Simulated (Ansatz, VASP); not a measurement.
**As in VASP and in Ansatz**

```
As
1.0
     2.70368    0.00000    0.00000
     0.00000    2.70368    0.00000
     0.00000    0.00000    2.70368
As
1
Direct
  0.50000 0.50000 0.50000
```

Alike in both runs: functional revPBE; k mesh 10 × 10 × 10; occupations fermi-dirac, width 0.05 eV; no spin polarisation.

```csv
,VASP,Ansatz
version,VASP 6.6.1,Ansatz 0.2.0
potentials or method,"VASP PAW PBE potentials, release 64 (As)",Ansatz PAW
plane-wave cutoff (eV),520,420
valence electrons in the cell,5,15
task,single point,band structure
```

Ansatz gave:

```
gap on the k mesh at the Fermi level (eV) : none
pressure (GPa)                            : 3.4
```

Q: What did VASP give for the same quantities?

A: gap on the k mesh at the Fermi level (eV): none; pressure (GPa): 3.5.

VASP's potentials were made for PBE, not for revPBE. A gap of «none» marks a metal or a gap that the smearing closes. VASP's potentials hold 5 valence electrons a cell and Ansatz's 15, so a difference there can come from the potentials and not from the codes.
